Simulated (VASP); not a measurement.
A run of VASP 6.6.1 is set up as follows.

The input INCAR:

```
PREC = Accurate ; ENCUT = 500
EDIFF = 1E-6 ; ISMEAR = 0
SIGMA = 0.1 ; LREAL = False
LASPH = True ; NELM = 120
ALGO = Normal ; ISIF = 2
LWAVE = False ; LCHARG = True
GGA = PE ; LELF = True
LVHAR = True ; NBANDS = 12
GGA_COMPAT = False
```

Contents of KPOINTS:

```
Automatic mesh
0
Gamma
  9 9 9
```

Contents of POSCAR:

```
Zr
1.0
    0.0000000000      2.2736372088      2.2736372088
    2.2736372088      0.0000000000      2.2736372088
    2.2736372088      2.2736372088      0.0000000000
Zr
1
Direct
    0.0000000000      0.0000000000      0.0000000000
```

Potentials or basis: VASP PAW PBE potentials, release 64 (Zr_sv).

Launch:

```console
$ cat potpaw_PBE.64/Zr_sv/POTCAR > POTCAR
$ mpirun -np 1 vasp_std > vasp.out
```

(1) Estimate the pressure.

(2) Predict the band gap on the k mesh.

## Answers

(1) -0.9 GPa.

(2) zero (bands 6 and 7 overlap by 1.54 eV).
